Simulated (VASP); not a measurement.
# MgSe (Fm-3m) in VASP: G0W0 quasiparticle levels with PBE

Aim: the G0W0 quasiparticle levels of MgSe with PBE.

All numbers are computed with VASP 6.6.1; they aren't measurements. Logs are shortened: lines on timing, memory, paths and dates and some standing lists are left out, and cuts for length are marked.

## (1) The cell of the first run

It takes space group Fm-3m (No. 225, cubic). The conventional cell has a = 5.473 Å, b = 5.473 Å, c = 5.473 Å, α = 90.00°, β = 90.00°, γ = 90.00°. Mg (site symmetry m-3m) has 6 Se at 2.74 Å within 3.6 Å. Within 3.6 Å of Se (site symmetry m-3m) lie 6 Mg at 2.74 Å.

## (2) G0W0 quasiparticle levels, PBE

Contents of POSCAR:

```
MgSe
1.0
    0.0000000000      2.7362727020      2.7362727020
    2.7362727020      0.0000000000      2.7362727020
    2.7362727020      2.7362727020      0.0000000000
Mg Se
1 1
Direct
    0.0000000000      0.0000000000      0.0000000000
    0.5000000000      0.5000000000      0.5000000000
```

Contents of INCAR.step1:

```
PREC = Accurate ; ENCUT = 500
EDIFF = 1E-8 ; ISMEAR = 0
SIGMA = 0.01 ; LREAL = F
LASPH = T ; NELM = 60
ALGO = Normal ; LWAVE = T
LCHARG = F ; GGA = PE
```

Contents of INCAR.step2:

```
PREC = Accurate ; ENCUT = 500
EDIFF = 1E-8 ; ISMEAR = 0
SIGMA = 0.01 ; LREAL = F
LASPH = T ; NELM = 1
ALGO = Exact ; LWAVE = T
LCHARG = F ; GGA = PE
NBANDS = 307 ; LOPTICS = T
ISTART = 1
```

Contents of INCAR.step3:

```
PREC = Accurate ; ENCUT = 500
EDIFF = 1E-8 ; ISMEAR = 0
SIGMA = 0.01 ; LREAL = F
LASPH = T ; ALGO = EVGW0
LWAVE = F ; LCHARG = F
GGA = PE ; NELMGW = 1
NBANDS = 307 ; ENCUTGW = 200
NOMEGA = 48 ; PRECFOCK = Fast
ISTART = 1 ; NBANDSGW = 12
```

Contents of KPOINTS:

```
Automatic mesh
0
Gamma
  6 6 6
```

Potentials or basis: VASP PAW PBE potentials, release 64 (Mg_GW, Se_GW).

Launch:

```console
cat potpaw_PBE.64/Mg_GW/POTCAR potpaw_PBE.64/Se_GW/POTCAR > POTCAR
cp INCAR.step1 INCAR
mpirun -np 1 vasp_std > vasp.out
cp INCAR.step2 INCAR
mpirun -np 1 vasp_std > vasp.out
cp INCAR.step3 INCAR
mpirun -np 1 vasp_std > vasp.out
```

OUTCAR:

```text
PREC = Accurate
   ENCUT = 500
   EDIFF = 1E-8
   ISMEAR = 0
   LREAL = F
   LASPH = T
   GGA = PE
   NELMGW = 1
   ENCUTGW = 200
   PRECFOCK = Fast
   ISTART = 1

 ion  position               nearest neighbor table
   1  0.000  0.000  0.000-
   2  0.500  0.500  0.500-

  LATTYP: Found a face centered cubic cell.
 ALAT       =     5.4725454040

  Lattice vectors:

 A1 = (   0.0000000000,   2.7362727020,   2.7362727020)
 A2 = (   2.7362727020,   0.0000000000,   2.7362727020)
 A3 = (   2.7362727020,   2.7362727020,   0.0000000000)

Analysis of symmetry for initial positions (statically):
=====================================================================
 Subroutine PRICEL returns:
 Original cell was already a primitive cell.

 Routine SETGRP: Setting up the symmetry group for a
 face centered cubic supercell.

 Subroutine GETGRP returns: Found 48 space group operations
 (whereof 48 operations were pure point group operations)
 out of a pool of 48 trial point group operations.

The static configuration has the point symmetry O_h .

Analysis of symmetry for dynamics (positions and initial velocities):
=====================================================================
 Subroutine PRICEL returns:
 Original cell was already a primitive cell.

 Routine SETGRP: Setting up the symmetry group for a
 face centered cubic supercell.

 Subroutine GETGRP returns: Found 48 space group operations
 (whereof 48 operations were pure point group operations)
 out of a pool of 48 trial point group operations.

The dynamic configuration has the point symmetry O_h .

 Subroutine INISYM returns: Found 48 space group operations
 (whereof 48 operations are pure point group operations),
 and found     1 'primitive' translations

----------------------------------------------------------------------------------------

                                     Primitive cell

[... 76 lines left out ...]
   LNONCOLLINEAR =      F non collinear calculations
   LSORBIT =      F    spin-orbit coupling
   LASPH  =      T    aspherical Exc in radial PAW
   ENCUT  =  500.0 eV  36.75 Ry    6.06 a.u.   7.06  7.06  7.06*2*pi/ulx,y,z
   NELM   =     60;   NELMIN=  2; NELMDL=  0     # of ELM steps
   EDIFF  = 0.1E-07   stopping-criterion for ELM
   LREAL  =      F    real-space projection
   EDIFFG = 0.1E-06   stopping-criterion for IOM
   NSW    =      0    number of steps for IOM
   IBRION =     -1    ionic relax: 0-MD 1-quasi-New 2-CG
   NFREE  =      0    steps in history (QN), initial steepest desc. (CG)
   ISIF   =      0    stress and relaxation
   ISYM   =      3    0-nonsym 1-usesym 2-fastsym
   POTIM  = 0.5000    time-step for ionic-motion
   TEBEG  =    0.0;   TEEND  =   0.0 temperature during run
   PSTRESS=    0.0 pullay stress
   NELECT =       8.0000    total number of electrons
   NUPDOWN=      -1.0000    fix difference up-down
   EMIN   =  10.00;   EMAX   =-10.00  energy-range for DOS
   EFERMI =   0.00;   METHOD = LEGACY
   ISMEAR =     0;   SIGMA  =   0.01  broadening in eV -4-tet -1-fermi 0-gaus
   EFERMI_NEDOS =   21; number of points for ismear=-14 and -15
   IALGO  =     38    algorithm
   IMIX   =      4    mixing-type and parameters
     AMIX     =   0.40;   BMIX     =  1.00
     AMIX_MAG =   1.60;   BMIX_MAG =  1.00
  volume/ion in A,a.u.               =      20.49       138.25
  Fermi-wavevector in a.u.,A,eV,Ry     =   0.949734  1.794738 12.272390  0.901995
  Thomas-Fermi vector in A             =   2.078045
   LORBIT       =      0    0 simple, 1 ext, 2 COOP (PROOUT), +10 PAW based schemes
   GGA     = PE    functional components
   LHFCALC =     T    Hartree Fock is set to
   PRECFOCK=fast      Normal, Fast or Accurate (Low or Medium for compatibility)
   ENCUT4O =  -1.0   cutoff for four orbital integrals eV
   NKREDX  =     1    reduce k-point grid by
   NKREDY  =     1    reduce k-point grid by
   NKREDZ  =     1    reduce k-point grid by
   AEXX    =    1.0000 exact exchange contribution
   HFSCREEN=    0.0000 screening length (either q_TF or 0.3 A-1)
   HFSCREENC=   0.0000 screening length for correlation (either q_TF or 0.3 A-1)
   ENCUTFOCK=  -1.0 apply spherical cutoff to Coloumb kernel
   IVDW    =     0    specifies the selected vdW correction
   LEPSILON=     F    determine dielectric tensor
   LRPA    =     F    only Hartree local field effects (RPA)
   LRPAFORCE           =     F    calculate RPA forces
   ENCUTGW             = 200.0    cutoff for response function in eV
   ENCUTGWSOFT         = 160.0    soft cutoff for Coulomb kernel in GW response function in eV
   ENCUTLF             =  -1.0    cutoff for local field effects
   NELMGW              =     1    number of iterations in solving QP/BSE equation
   NELMHF              =     1    number of iterations in the inner HF iteration
   NKREDLFX            =     1    NKREDLFY  =   1   NKREDLFZ  =   1
 non-spin polarized calculation
 Gauss-broadening in eV      SIGMA  =   0.01
  energy-cutoff  :      500.00
  volume of cell :       40.97
 maximum number of plane-waves:      1056
  NGX = 16; NGY = 16; NGZ = 16
   NGX = 15   NGY = 15   NGZ = 15
 maximum number of plane-waves:       274

 QP shifts <psi_nk| G(iteration)W_0 |psi_nk>: iteration 1
 for sc-GW calculations column KS-energies equals QP-energies in previous step
 and V_xc(KS)=  KS-energies - (<T + V_ion + V_H > + <T+V_H+V_ion>^1  + <V_x>^1)

 k-point   1 :       0.0000    0.0000    0.0000
  band No.  KS-energies  QP-energies   sigma(KS)   V_xc(KS)     V^pw_x(r,r')   Z            occupation Imag(sigma)

      1      -9.7492     -10.6536     -13.3503     -12.0347     -19.6913       0.6874       2.0000       1.2838
      2       3.1318       2.1363     -13.4239     -12.1296     -14.6223       0.7691       2.0000       0.0136
      3       3.1318       2.1363     -13.4239     -12.1296     -14.6223       0.7691       2.0000       0.0136
      4       3.1318       2.1363     -13.4239     -12.1296     -14.6223       0.7691       2.0000       0.0136
      5       5.6333       6.0583      -8.9374      -9.4711      -5.2895       0.7961       0.0000      -0.1094
      6      10.5456      10.7804      -8.2428      -8.5444      -3.8306       0.7785       0.0000      -0.1263
      7      10.5456      10.7804      -8.2428      -8.5444      -3.8306       0.7785       0.0000      -0.1263
      8      10.5456      10.7804      -8.2428      -8.5444      -3.8306       0.7785       0.0000      -0.1263
      9      13.0783      13.3879      -8.9797      -9.3866      -4.0327       0.7610       0.0000      -0.2199
     10      13.0783      13.3879      -8.9797      -9.3866      -4.0327       0.7610       0.0000      -0.2199
     11      14.0952      14.0445      -7.2105      -7.1429      -1.8559       0.7493       0.0000      -0.2778
     12      14.2630      14.5774      -7.8792      -8.3048      -2.1686       0.7386       0.0000      -0.3807
[... 228 lines left out ...]
      1      -8.3149      -9.0902     -14.1035     -12.9919     -19.9851       0.6975       2.0000       0.9934
      2      -0.6433      -1.7329     -11.7319     -10.2296     -14.2150       0.7253       2.0000       0.0897
      3       0.4942      -0.5850     -12.0818     -10.6312     -14.0856       0.7440       2.0000       0.0486
      4       0.7660      -0.2230     -11.8776     -10.5573     -13.6785       0.7491       2.0000       0.0425
      5       6.6764       7.0081      -8.8697      -9.2931      -5.1540       0.7833       0.0000      -0.0957
      6       8.9402       9.1111      -8.4622      -8.6802      -4.2837       0.7839       0.0000      -0.1124
      7      11.2597      11.6234      -8.6641      -9.1466      -3.7167       0.7540       0.0000      -0.1909
      8      12.5670      12.7916      -9.4076      -9.7072      -4.2869       0.7496       0.0000      -0.2112
      9      15.5919      15.8879      -9.0442      -9.4465      -3.0143       0.7359       0.0000      -0.5112
     10      16.8921      17.1390      -8.7727      -9.1036      -2.6993       0.7462       0.0000      -0.6031
     11      17.6360      17.9906      -9.2538      -9.7218      -3.3124       0.7577       0.0000      -0.6174
     12      19.2596      19.4346      -9.8102     -10.0415      -3.7196       0.7565       0.0000      -0.6536
```

OUTCAR.step1:

```text
PREC = Accurate
   ENCUT = 500
   EDIFF = 1E-8
   ISMEAR = 0
   LREAL = F
   LASPH = T
[... 384 lines left out ...]
 -----------------------------------------------------------------------------------
      0.00000      0.00000      0.00000         0.000000     -0.000000      0.000000
      2.73627      2.73627      2.73627        -0.000000      0.000000     -0.000000
 -----------------------------------------------------------------------------------
    total drift:                                0.000000      0.000000      0.000000

  FREE ENERGIE OF THE ION-ELECTRON SYSTEM (eV)
  ---------------------------------------------------
  free  energy   TOTEN  =        -7.4856110114 eV

  energy  without entropy=       -7.4856110114  energy(sigma->0) =       -7.48561101
```

OUTCAR.step2:

```text
PREC = Accurate
   ENCUT = 500
   EDIFF = 1E-8
   ISMEAR = 0
   LREAL = F
[... 848 lines left out ...]
     0.00000     7.71417     7.71417     7.71417    -0.00000    -0.00000     0.00000
     2.69220     8.60625     8.60625     8.60625    -0.00000    -0.00000     0.00000
     5.38440    -2.56695    -2.56695    -2.56695     0.00000     0.00000     0.00000
     8.07660    -6.76381    -6.76381    -6.76381     0.00000     0.00000     0.00000
    10.76880    -1.46711    -1.46711    -1.46711     0.00000    -0.00000     0.00000
    13.46100    -0.83019    -0.83019    -0.83019     0.00000     0.00000     0.00000
[... 92 lines left out ...]
   263.83564     0.99591     0.99591     0.99591     0.00000     0.00000    -0.00000
   266.52784     0.99599     0.99599     0.99599     0.00000     0.00000    -0.00000
```

Run time: 19 min. Hardware: 1 thread of Intel Xeon 6975P-C, shared host; peak memory 1.6 GiB.

Results:

```yaml
Band_gap_on_the_k_mesh_mean-field_level: 1.78 eV, indirect (least direct gap 2.50 eV)
Quasiparticle_gap: 3.12 eV
Least_direct_quasiparticle_gap: 3.92 eV
```

Caveat: bands, screening cutoff and mesh are small and nothing is extrapolated, so the quasiparticle values aren't converged. A k mesh can miss the band edges.
